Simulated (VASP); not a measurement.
Cu, 1 atom in the cell. The cell holds a wire with vacuum, 1 atom: a = 9.000 Å, b = 9.300 Å, c = 2.268 Å, α = 90.00°, β = 90.00°, γ = 90.00°. 

- Program: VASP 6.6.1
- Task: single point
- Functional: PBEsol
- Potentials or basis: VASP PAW PBE potentials, release 64 (Cu)
- Cutoff: 520 eV
- k mesh: 1 × 1 × 28
- Occupations: gaussian, width 0.05 eV
- Spin: collinear spin, ferromagnetic start
- Starting moments: [0.5] μB
- Dipole correction: no
- Further INCAR settings: ALGO = Normal; EDIFF = 1e-06; NBANDS = 16

Potentials or basis: VASP PAW PBE potentials, release 64 (Cu).

The run is started by

```console
$ cat potpaw_PBE.64/Cu/POTCAR > POTCAR
$ mpirun -np 1 vasp_std > vasp.out
```

Hardware: 1 thread of Intel(R) Xeon(R) Platinum 8488C (Sapphire Rapids), on a shared host.

Question: Estimate the wall time of this run.

Answer: Wall time 85 s on 1 thread of Intel(R) Xeon(R) Platinum 8488C (Sapphire Rapids) (shared host), peak memory 0.37 GiB. Counts: scf iterations 24, k points 15.
